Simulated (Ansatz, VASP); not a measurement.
# Two plane-wave programs on CdS

File INCAR:

```
SYSTEM = CdS
ALGO = Normal ; EDIFF = 1E-7
ENCUT = 520 ; GGA = CA
ISIF = 2 ; ISMEAR = -1
LASPH = .True. ; LCHARG = .False.
LREAL = .False. ; LWAVE = .False.
NBANDS = 16 ; NELM = 80
PREC = Accurate ; SIGMA = 0.05
```

Contents of KPOINTS:

```
k-points
0
Gamma
  14 14 14
  0 0 0
```

The input POSCAR:

```
CdS
1.0
    0.0000000000      2.4783551512      2.4783551512
    2.4783551512      0.0000000000      2.4783551512
    2.4783551512      2.4783551512      0.0000000000
Cd S
1 1
Direct
    0.0000000000      0.0000000000      0.0000000000
    0.5000000000      0.5000000000      0.5000000000
```

Input for Ansatz:

```yaml
crystal:
  lattice:
    - [0.0, 2.4783551512, 2.4783551512]
    - [2.4783551512, 0.0, 2.4783551512]
    - [2.4783551512, 2.4783551512, 0.0]
  atoms:
    - { symbol: Cd, position: [0.0, 0.0, 0.0] }
    - { symbol: S, position: [0.5, 0.5, 0.5] }
kpoints:
  mp_grid: { grid: [14, 14, 14] }
scf:
  occupations: { method: fermi_dirac, width: 0.05 }
hamiltonian:
  xc: lda
  pseudopotentials: { kind: paw }
output:
  forces: true
  stress: true
  eigenvalues: true
  populations: true
```

Change from the starting cell: volume scaled by 0.8, PAW files.

Alike in both runs: task single point; functional LDA; k mesh 14 × 14 × 14; occupations fermi-dirac, width 0.05 eV; no spin polarisation.

```csv
,VASP,Ansatz
version,VASP 6.6.1,Ansatz 0.2.0
potentials or method,"VASP PAW LDA potentials, release 64 (Cd, S)","PAW with Ansatz's default frozen-core files, scalar-relativistic"
plane-wave cutoff (eV),520,420
valence electrons in the cell,18,26
```

|  | VASP | Ansatz | Ansatz less VASP |
| --- | --- | --- | --- |
| pressure (GPa) | 36.8 | 34.8 | -2.04 |

LDA's correlation is that of Perdew and Zunger in VASP and of Perdew and Wang (1992) in Ansatz. Both programs put the cell under a high pressure, so it lies far from rest at this level. VASP's potentials hold 18 valence electrons a cell and Ansatz's 26, so a difference there can come from the potentials and not from the codes.
